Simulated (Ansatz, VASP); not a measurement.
## ZnS: VASP beside Ansatz

File POSCAR:

```
ZnS
1.0
    3.6923230474      0.0000000000      0.0000000000
   -1.8461615237      3.1976455580      0.0000000000
    0.0000000000      0.0000000000      6.0574587530
Zn S
2 2
Direct
    0.3333333333      0.6666666667      0.0005459392
    0.6666666667      0.3333333333      0.5005459392
    0.3333333333      0.6666666667      0.3744540608
    0.6666666667      0.3333333333      0.8744540608
```

File INCAR.step1:

```
SYSTEM = ZnS
  ALGO = Normal
  EDIFF = 1E-4
  ENCUT = 520
  GGA = PE
  ISMEAR = 0
  LASPH = .TRUE.
  LCHARG = .FALSE.
  LREAL = .FALSE.
  LWAVE = .TRUE.
  NBANDS = 26
  NELM = 80
  PREC = Accurate
  SIGMA = 0.02
```

File INCAR.step2:

```
SYSTEM = ZnS
  ALGO = Normal
  EDIFF = 1E-6
  ENCUT = 520
  ISIF = 2
  ISMEAR = 0
  ISTART = 1
  LASPH = .TRUE.
  LCHARG = .FALSE.
  LMIXTAU = .TRUE.
  LREAL = .FALSE.
  LWAVE = .FALSE.
  METAGGA = R2SCAN
  NBANDS = 26
  NELM = 80
  PREC = Accurate
  SIGMA = 0.02
```

Contents of KPOINTS:

```
k-points
0
G
  6 6 4
  0 0 0
```

Input for Ansatz:

```yaml
crystal:
  lattice:
    - [3.6923230474, 0.0, 0.0]
    - [-1.8461615237, 3.197645558, 0.0]
    - [0.0, 0.0, 6.057458753]
  atoms:
    - { symbol: Zn, position: [0.3333333333, 0.6666666667, 0.0005459392] }
    - { symbol: Zn, position: [0.6666666667, 0.3333333333, 0.5005459392] }
    - { symbol: S, position: [0.3333333333, 0.6666666667, 0.3744540608] }
    - { symbol: S, position: [0.6666666667, 0.3333333333, 0.8744540608] }
basis:
  ecutwfc: 500
kpoints:
  mp_grid: { grid: [6, 6, 4] }
  band_path: { path: [VBM, CBM], npoints: 2 }
hamiltonian:
  xc: r2scan
scf:
  occupations: { method: gaussian, width: 0.02 }
output:
  forces: true
  stress: true
  eigenvalues: true
checkpoint:
  read: start.run
  write: ck
  compress: false
  write_wavefunctions: false
  write_every: 100000
```

Alike in both runs: task single point; functional r2SCAN; k mesh 6 × 6 × 4; occupations gaussian, width 0.02 eV; no spin polarisation.

|  | VASP | Ansatz |
| --- | --- | --- |
| version | VASP 6.6.1 | Ansatz 0.2.0 |
| potentials or method | VASP PAW PBE potentials, release 64 (Zn, S), cutoff 520 eV | scalar-relativistic, plane waves, PAW |
| valence electrons in the cell | 36 | 36 |

Ansatz gave:

```
gap on the k mesh at the Fermi level (eV)                     : 3.22
least direct gap on the mesh (eV)                             : 3.22
pressure (GPa)                                                : 8.7
traceless stress, the component that is largest in VASP (GPa) : 0.24
rms of the force components (eV/Å)                            : 0.004
```

Problem. What did VASP give for the same quantities?

Solution. gap on the k mesh at the Fermi level (eV): 3.24; least direct gap on the mesh (eV): 3.24; pressure (GPa): 8.8; traceless stress, the component that is largest in VASP (GPa): 0.23; rms of the force components (eV/Å): 0.009.

VASP's potentials were made for PBE, not for r2SCAN. Atom by atom the forces differ by 0.005 eV/Å (rms over components). The functional is the same, so the differences come from potentials, cutoffs and numerics.
